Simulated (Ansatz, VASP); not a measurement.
One calculation of Ru, two programs

```
Ru
1.0
     2.71479    0.00000    0.00000
    -1.35739    2.35108    0.00000
     0.00000    0.00000    4.29613
Ru
2
Direct
  0.33333 0.66667 0.25000
  0.66667 0.33333 0.75000
```

Change from the starting cell: volume scaled by 1.01.

Alike in both runs: task single point; functional PBEsol; k mesh 14 × 14 × 8; occupations fermi-dirac, width 0.03 eV; no spin polarisation.

|  | VASP | Ansatz |
| --- | --- | --- |
| version | VASP 6.6.1 | Ansatz 0.2.0 |
| potentials or method | VASP PAW PBE potentials, release 64 (Ru_pv), cutoff 520 eV | all-electron LAPW, scalar-relativistic |

|  | VASP | Ansatz | Ansatz less VASP |
| --- | --- | --- | --- |
| pressure (GPa) | -9.4 | -9.4 | +0.09 |
| traceless stress, the component that is largest in VASP (GPa) | -1.46 | -1.49 | -0.032 |

VASP's potentials were made for PBE, not for PBEsol. Ansatz ran all-electron here, and VASP with PAW potentials.
